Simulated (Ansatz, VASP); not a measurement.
# Two plane-wave programs on P

```
P
1.0
     2.63088    0.00000    0.00000
    -1.31544    2.27841    0.00000
     0.00000    0.00000    9.82323
P
4
Cartesian
  -1.3154 2.2784 0.0000
  -1.3154 2.2784 4.9116
  0.0000 1.5189 2.4558
  1.3154 0.7595 7.3674
```

Alike in both runs: task single point; functional PBE; k mesh 15 × 15 × 4; occupations fermi-dirac, width 0.1 eV; no spin polarisation.

|  | VASP | Ansatz |
| --- | --- | --- |
| version | VASP 6.6.1 | Ansatz 0.2.0 |
| potentials or method | VASP PAW PBE potentials, release 64 (P), cutoff 520 eV | plane waves (420 eV) with PAW, scalar-relativistic |
| valence electrons in the cell | 20 | 20 |

Ansatz gave:

| Property | Result |
| --- | --- |
| pressure (GPa) | -0.2 |
| traceless stress, the component that is largest in VASP (GPa) | 0.11 |

**Question.** Which values does VASP return?

**Answer.** Pressure (GPa): -0.4; traceless stress, the component that is largest in VASP (GPa): 0.17.

With one functional, cell and mesh, what is left measures potentials, basis and numerics.
